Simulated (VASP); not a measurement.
Input of a VASP 6.6.1 run:

POSCAR

```
BaS
1.0
    0.0000000000      3.5542596983      3.5542596983
    3.5542596983      0.0000000000      3.5542596983
    3.5542596983      3.5542596983      0.0000000000
Ba S
1 1
Direct
    0.0000000000      0.0000000000      0.0000000000
    0.2500000000      0.2500000000      0.2500000000
```

The input INCAR.step1:

```
SYSTEM = BaS
ALGO = Normal
EDIFF = 1E-4
ENCUT = 520
GGA = PE
ISMEAR = 0
LASPH = .TRUE.
LCHARG = .FALSE.
LREAL = .FALSE.
LWAVE = .TRUE.
NBANDS = 15
NELM = 100
PREC = Accurate
SIGMA = 0.01
```

Contents of INCAR.step2:

```
SYSTEM = BaS
ALGO = Normal
EDIFF = 1E-7
ENCUT = 520
ISIF = 2
ISMEAR = 0
ISTART = 1
LASPH = .TRUE.
LCHARG = .FALSE.
LMIXTAU = .TRUE.
LREAL = .FALSE.
LWAVE = .FALSE.
METAGGA = R2SCAN
NBANDS = 15
NELM = 100
PREC = Accurate
SIGMA = 0.01
```

KPOINTS

```
k-points
0
G
  6 6 6
  0 0 0
```

Potentials or basis: VASP PAW PBE potentials, release 64 (Ba_sv, S).

The run is started by

```console
$ cat potpaw_PBE.64/Ba_sv/POTCAR potpaw_PBE.64/S/POTCAR > POTCAR
$ cp INCAR.step1 INCAR
$ mpirun -np 1 vasp_std > vasp.out
$ cp INCAR.step2 INCAR
$ mpirun -np 1 vasp_std > vasp.out
```

Task: What does it give for the band gap on the k mesh?

Result: 3.04 eV, indirect (least direct gap 3.66 eV).

Task: Estimate the pressure.

Result: -0.5 GPa.

Caveat: the PAW data sets were made with another functional, which shifts forces and pressure a little; spin-orbit coupling is left out, which moves the levels of the heavy elements. A k mesh can miss the band edges.
